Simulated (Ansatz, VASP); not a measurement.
**Two plane-wave programs on Mg**

```
Mg
1.0
     2.40474   -4.07559    0.00000
     2.40474    4.07559    0.00000
     0.00000    0.00000    4.81588
Mg
4
Direct
  0.15250 0.84750 0.07850
  0.65250 0.34750 0.42150
  0.84750 0.15250 0.92150
  0.34750 0.65250 0.57850
```

Alike in both runs: task relaxation of cell and atoms; functional PBEsol; k mesh 4 × 4 × 4; occupations gaussian, width 0.1 eV; no spin polarisation.

|  | VASP | Ansatz |
| --- | --- | --- |
| version | VASP 6.6.1 | Ansatz 0.2.0 |
| potentials or method | VASP PAW PBE potentials, release 64 (Mg), cutoff 600 eV | scalar-relativistic, plane waves, PAW |
| valence electrons in the cell | 8 | 40 |

|  | VASP | Ansatz | Ansatz less VASP |
| --- | --- | --- | --- |
| gap on the k mesh at the Fermi level, each at its own relaxed structure (eV) | none | none | - |
| relaxed volume (Å³/atom) | 23.92 | 25.10 | +1.183 |
| relaxed length of the cell vector where the two differ most in proportion (Å) | 5.465 | 4.454 | -1.0110 |

VASP's potentials were made for PBE, not for PBEsol. A gap of «none» marks a metal or a gap that the smearing closes. One of these differences is far larger than is usual between the two programs; its cause wasn't traced. VASP's potentials hold 8 valence electrons a cell and Ansatz's 40, so a difference there can come from the potentials and not from the codes.

The k mesh is coarse, so the values compare programs but aren't converged.
